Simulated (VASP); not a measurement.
# GaN (Fm-3m) in VASP: notebook, part 2 of 3

VASP 6.6.1. The steps go on from the part before.

**3. Single point, PBEsol**

This run uses another cell than the first one, of 9.35 Å³/atom, 1.021 times its volume.

Input file INCAR:

```
SYSTEM = GaN
  PREC = Accurate
  ENCUT = 600
  EDIFF = 1E-6
  ISMEAR = 0
  SIGMA = 0.01
  LREAL = .FALSE.
  LASPH = .TRUE.
  NELM = 120
  ALGO = Normal
  ISIF = 2
  LWAVE = .FALSE.
  LCHARG = .FALSE.
  GGA = PS
  NBANDS = 16
  GGA_COMPAT = .FALSE.
```

Input file KPOINTS:

```
regular mesh
0
G
  8 8 8
  0 0 0
```

Input file POSCAR:

```
GaN
1.0
    0.0000000000      2.1063818678      2.1063818678
    2.1063818678      0.0000000000      2.1063818678
    2.1063818678      2.1063818678      0.0000000000
Ga N
1 1
Direct
    0.0000000000      0.0000000000      0.0000000000
    0.5000000000      0.5000000000      0.5000000000
```

Potentials or basis: VASP PAW PBE potentials, release 64 (Ga_d, N).

Command:

```bash
$ cat potpaw_PBE.64/Ga_d/POTCAR potpaw_PBE.64/N/POTCAR > POTCAR
$ mpirun -np 1 vasp_std > vasp.out
```

OUTCAR:

```text
SYSTEM = GaN
   PREC = Accurate
   ENCUT = 600
   EDIFF = 1E-6
   ISMEAR = 0
   LREAL = .FALSE.
   LASPH = .TRUE.
   NELM = 120
   ISIF = 2
   GGA = PS

 ion  position               nearest neighbor table
   1  0.000  0.000  0.000-   2 2.11   2 2.11   2 2.11   2 2.11   2 2.11   2 2.11
   2  0.500  0.500  0.500-   1 2.11   1 2.11   1 2.11   1 2.11   1 2.11   1 2.11

  LATTYP: Found a face centered cubic cell.
 ALAT       =     4.2127637356

  Lattice vectors:

 A1 = (   0.0000000000,   2.1063818678,   2.1063818678)
 A2 = (   2.1063818678,   0.0000000000,   2.1063818678)
 A3 = (   2.1063818678,   2.1063818678,   0.0000000000)

Analysis of symmetry for initial positions (statically):
=====================================================================
 Subroutine PRICEL returns:
 Original cell was already a primitive cell.

 Routine SETGRP: Setting up the symmetry group for a
 face centered cubic supercell.

 Subroutine GETGRP returns: Found 48 space group operations
 (whereof 48 operations were pure point group operations)
 out of a pool of 48 trial point group operations.

The static configuration has the point symmetry O_h .

Analysis of symmetry for dynamics (positions and initial velocities):
=====================================================================
 Subroutine PRICEL returns:
 Original cell was already a primitive cell.

 Routine SETGRP: Setting up the symmetry group for a
 face centered cubic supercell.

 Subroutine GETGRP returns: Found 48 space group operations
 (whereof 48 operations were pure point group operations)
 out of a pool of 48 trial point group operations.

The dynamic configuration has the point symmetry O_h .

 Subroutine INISYM returns: Found 48 space group operations
 (whereof 48 operations are pure point group operations),
 and found     1 'primitive' translations

[... 107 lines left out ...]
   EMIN   =  10.00;   EMAX   =-10.00  energy-range for DOS
   EFERMI =   0.00;   METHOD = LEGACY
   ISMEAR =     0;   SIGMA  =   0.01  broadening in eV -4-tet -1-fermi 0-gaus
   EFERMI_NEDOS =   21; number of points for ismear=-14 and -15
   IALGO  =     38    algorithm
   IMIX   =      4    mixing-type and parameters
     AMIX     =   0.40;   BMIX     =  1.00
     AMIX_MAG =   1.60;   BMIX_MAG =  1.00
  volume/ion in A,a.u.               =       9.35        63.07
  Fermi-wavevector in a.u.,A,eV,Ry     =   1.616660  3.055043 35.560023  2.613588
  Thomas-Fermi vector in A             =   2.711210
   LORBIT       =      0    0 simple, 1 ext, 2 COOP (PROOUT), +10 PAW based schemes
   GGA     = PS    functional components
   LHFCALC =     F    Hartree Fock is set to
   AEXX    =    0.0000 exact exchange contribution
   IVDW    =     0    specifies the selected vdW correction
   LEPSILON=     F    determine dielectric tensor
   LRPA    =     F    only Hartree local field effects (RPA)
 non-spin polarized calculation
 Gauss-broadening in eV      SIGMA  =   0.01
  energy-cutoff  :      600.00
  volume of cell :       18.69
 maximum number of plane-waves:       636
   NGX = 11   NGY = 11   NGZ = 11

 number of electron      18.0000007 magnetization

 Free energy of the ion-electron system (eV)
  ---------------------------------------------------
  ext. energy  EPLUGINS =         0.00000000
  ---------------------------------------------------
  free energy    TOTEN  =       -12.25942637 eV

  energy without entropy =      -12.25942637  energy(sigma->0) =      -12.25942637

 E-fermi :   8.0242     XC(G=0): -13.3357

 val. band max:        7.8808689370   @ k =  -0.2500   0.1250   0.0000
 cond. band min:       8.4712995967   @ k =   0.5000   0.5000   0.0000
 fundamental gap:      0.5904306597
 Fermi energy:         8.0241805330

 k-point     1 :       0.0000    0.0000    0.0000
  band No.  band energies     occupation
      1      -9.5201      2.00000
      2      -6.0349      2.00000
      3      -6.0349      2.00000
      4      -6.0349      2.00000
      5      -5.9357      2.00000
      6      -5.9357      2.00000
[... 433 lines left out ...]
      3      -6.0701      2.00000
      4      -5.9868      2.00000
      5      -5.7928      2.00000
      6      -4.5051      2.00000
[... 8 lines left out ...]
     15      26.8507      0.00000
     16      31.5189      0.00000

 [... further k-points ...]
[... 5 lines left out ...]
  --------------------------------------------------------------------------------------
  -------------------------------------------------------------------------------------
  Total        0.1547827      0.1547827      0.1547827     -0.0000000      0.0000000     -0.0000000
  in kB       13.2675819     13.2675819     13.2675819     -0.0000000      0.0000000     -0.0000000
  external PRESSURE =      13.2675819 kB  Pullay stress =       0.0000000 kB

 VOLUME and BASIS-vectors are now :
 -----------------------------------------------------------------------------
  energy-cutoff  :      600.00
  volume of cell :       18.69
      direct lattice vectors                 reciprocal lattice vectors
     0.000000000  2.106381868  2.106381868    -0.237373863  0.237373863  0.237373863
     2.106381868  0.000000000  2.106381868     0.237373863 -0.237373863  0.237373863
     2.106381868  2.106381868  0.000000000     0.237373863  0.237373863 -0.237373863

 POSITION                                       TOTAL-FORCE (eV/Angst)
 -----------------------------------------------------------------------------------
      0.00000      0.00000      0.00000        -0.000000      0.000000     -0.000000
      2.10638      2.10638      2.10638         0.000000     -0.000000      0.000000
 -----------------------------------------------------------------------------------
    total drift:                                0.000000     -0.000000     -0.000000

  FREE ENERGIE OF THE ION-ELECTRON SYSTEM (eV)
  ---------------------------------------------------
  free  energy   TOTEN  =       -12.2594263665 eV

  energy  without entropy=      -12.2594263665  energy(sigma->0) =      -12.25942637
```

OSZICAR:

```text
N       E                     dE             d eps       ncg     rms          rms(c)
DAV:   1     0.825738412481E+02    0.82574E+02   -0.10045E+04  1056   0.230E+03
DAV:   2    -0.856751789559E+01   -0.91141E+02   -0.84801E+02  1048   0.356E+02
DAV:   3    -0.138427117592E+02   -0.52752E+01   -0.52530E+01  1080   0.716E+01
DAV:   4    -0.138953409982E+02   -0.52629E-01   -0.52621E-01  1136   0.767E+00
DAV:   5    -0.138959211573E+02   -0.58016E-03   -0.58015E-03  1112   0.735E-01    0.684E+00
DAV:   6    -0.123001343445E+02    0.15958E+01   -0.37704E+00  1368   0.404E+01    0.234E+00
DAV:   7    -0.122812510057E+02    0.18883E-01   -0.20443E-01  1056   0.458E+00    0.150E+00
DAV:   8    -0.122610387889E+02    0.20212E-01   -0.28960E-02  1152   0.184E+00    0.472E-01
DAV:   9    -0.122594983088E+02    0.15405E-02   -0.60377E-03  1144   0.165E+00    0.100E-01
DAV:  10    -0.122594285863E+02    0.69723E-04   -0.57710E-04  1128   0.313E-01    0.236E-02
DAV:  11    -0.122594255782E+02    0.30081E-05   -0.33203E-05  1144   0.645E-02    0.761E-03
DAV:  12    -0.122594263665E+02   -0.78824E-06   -0.14435E-06   920   0.197E-02
   1 F= -.12259426E+02 E0= -.12259426E+02  d E =-.168282E-92
```

Run time: 8.7 s. Hardware: 1 thread of Intel Xeon Platinum 8488C (Sapphire Rapids), shared host; peak memory 0.14 GiB.

Results:

```
Free energy            : -12.2594 eV
Pressure               : 1.3 GPa
Band gap on the k mesh : 0.59 eV, indirect (least direct gap 2.88 eV)
```

Caveat: the PAW data sets were made with another functional, which shifts forces and pressure a little. Expect the measured gap to be larger: semilocal functionals such as PBEsol lack the derivative discontinuity.

[end of part 2 of 3]
